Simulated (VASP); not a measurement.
Set up this calculation in VASP 6.6.1, as the native input.

| Item | Value |
| --- | --- |
| Task | single point |
| Functional | PBE |
| Potentials or basis | VASP PAW PBE potentials, release 64 (Ge_d, Sb, Te) |
| Cutoff | 520 eV |
| k mesh | 12 × 12 × 2 |
| Occupations | gaussian, width 0.03 eV |
| Spin | no spin polarisation |
| Dipole correction | no |
| Further INCAR settings | ALGO = Fast; EDIFF = 1e-07; NBANDS = 44 |

The structure of Ge2Sb2Te5 lies in POSCAR:

```
Ge2Sb2Te5
1.0
    4.5094911720      0.0000000000      0.0000000000
   -2.2547455860      3.9053339131      0.0000000000
    0.0000000000      0.0000000000     17.4643574110
Ge Sb Te
2 2 5
Direct
    0.0000000000      0.0000000000      0.3314713560
    0.0000000000      0.0000000000      0.6685286440
    0.3333333333      0.6666666667      0.1121550832
    0.6666666667      0.3333333333      0.8878449168
    0.0000000000      0.0000000000      0.0000000000
    0.3333333333      0.6666666667      0.7913602895
    0.6666666667      0.3333333333      0.2086397105
    0.3333333333      0.6666666667      0.4097504733
    0.6666666667      0.3333333333      0.5902495267
```

The input as run:

INCAR

```
SYSTEM = Ge2Sb2Te5
PREC = Accurate ; ENCUT = 520
EDIFF = 1E-7 ; ISMEAR = 0
SIGMA = 0.03 ; LREAL = .False.
LASPH = .True. ; NELM = 100
ALGO = Fast ; ISIF = 2
LWAVE = .False. ; LCHARG = .False.
GGA = PE ; NBANDS = 44
```

KPOINTS

```
regular mesh
0
Gamma
  12 12 2
  0 0 0
```

Potentials or basis: VASP PAW PBE potentials, release 64 (Ge_d, Sb, Te).

Run with:

```bash
$ cat potpaw_PBE.64/Ge_d/POTCAR potpaw_PBE.64/Sb/POTCAR potpaw_PBE.64/Te/POTCAR > POTCAR
$ mpirun -np 1 vasp_std > vasp.out
```

Results of the run:

- Pressure: -3.1 GPa
- Largest force: 0.227 eV/Å
- Band gap on the k mesh: zero (bands 34 and 35 overlap by 0.02 eV)

Caveat: the cell stands under tension; spin-orbit coupling is left out, which moves the levels of the heavy elements; this functional lacks dispersion, which binds layers or chains, so the pressure and a relaxed spacing across them are unreliable.

Run time: 31 min on 1 thread of AMD EPYC 9755 128-Core Processor, with other jobs on the host, peak memory 0.67 GiB.
